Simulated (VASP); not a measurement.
Crystal: MoS2 (lda).

```
CELL_PARAMETERS angstrom
3.19224 0.00000 0.00000
-1.59612 2.76456 0.00000
0.00000 0.00000 13.37829
ATOMIC_POSITIONS crystal
Mo 0.66667 0.33333 0.25000
Mo 0.33333 0.66667 0.75000
S 0.66667 0.33333 0.63308
S 0.33333 0.66667 0.36692
S 0.66667 0.33333 0.86692
S 0.33333 0.66667 0.13308
```

| Item | Value |
| --- | --- |
| Program | VASP 6.6.1 |
| Task | relaxation of cell and atoms |
| Functional | LDA |
| Potentials or basis | VASP PAW LDA potentials, release 64 (Mo_sv, S) |
| Cutoff | 600 eV |
| k mesh | 12 × 12 × 2 |
| Occupations | gaussian, width 0.02 eV |
| Spin | no spin polarisation |

At the start: pressure -7.1 GPa; volume 19.68 Å³/atom.

**Question.** How do energy, volume and symmetry change on relaxing?

**Answer.** Over 26 steps the energy falls by 37.4 meV/atom and the volume is 17.01 Å³/atom (-13.6 %); space group P6_3/mmc (No. 194, to 0.05 Å).

The path:
| step | energy change (eV) | largest force (eV/Å) | pressure (GPa) | volume (Å³) |
| --- | --- | --- | --- | --- |
| 1 | 0.0000 | 0.5737 | -7.10 | 118.07 |
| 2 | 0.3987 | 2.4116 | 17.12 | 103.77 |
| 3 | -0.1309 | 0.2882 | -0.53 | 113.03 |
| 4 | -0.1310 | 0.3113 | -0.37 | 112.91 |
| 5 | -0.1462 | 0.0973 | -0.20 | 111.80 |
| 6 | -0.1462 | 0.0841 | -0.17 | 111.73 |
| 7 | -0.1503 | 0.0966 | -0.09 | 111.29 |
| 8 | -0.1622 | 0.1365 | 0.22 | 109.95 |
| 9 | -0.1839 | 0.2268 | 0.93 | 107.27 |
| 10 | -0.2018 | 0.4399 | 3.06 | 101.96 |
| 11 | -0.2026 | 0.4329 | 3.03 | 101.91 |
| 12 | -0.2046 | 0.4135 | 2.92 | 101.77 |
| 13 | -0.2082 | 0.3740 | 2.73 | 101.50 |
| 14 | -0.2134 | 0.2955 | 2.36 | 100.94 |
| 15 | -0.2146 | 0.1387 | 1.71 | 99.83 |
| 16 | -0.2156 | 0.1980 | 1.95 | 100.24 |
| 17 | -0.2175 | 0.1765 | 1.72 | 100.46 |
| 18 | -0.2218 | 0.1126 | 1.06 | 101.12 |
| 19 | -0.2241 | 0.0151 | -0.20 | 102.44 |
| 20 | -0.2243 | 0.0099 | 0.03 | 102.18 |
| 21 | -0.2243 | 0.0136 | 0.06 | 102.14 |
| 22 | -0.2243 | 0.0122 | 0.06 | 102.13 |
| 23 | -0.2243 | 0.0078 | 0.05 | 102.11 |
| 24 | -0.2243 | 0.0012 | 0.01 | 102.05 |
| 25 | -0.2243 | 0.0032 | 0.01 | 102.08 |
| 26 | -0.2243 | 0.0014 | 0.01 | 102.07 |

Final structure:
```
Mo S
1.0
     3.12357    0.00000    0.00000
    -1.56178    2.70509    0.00000
     0.00000    0.00000   12.07956
Mo S
2 4
Direct
  0.66667 0.33333 0.25000
  0.33333 0.66667 0.75000
  0.66667 0.33333 0.62132
  0.33333 0.66667 0.37868
  0.66667 0.33333 0.87868
  0.33333 0.66667 0.12132
```
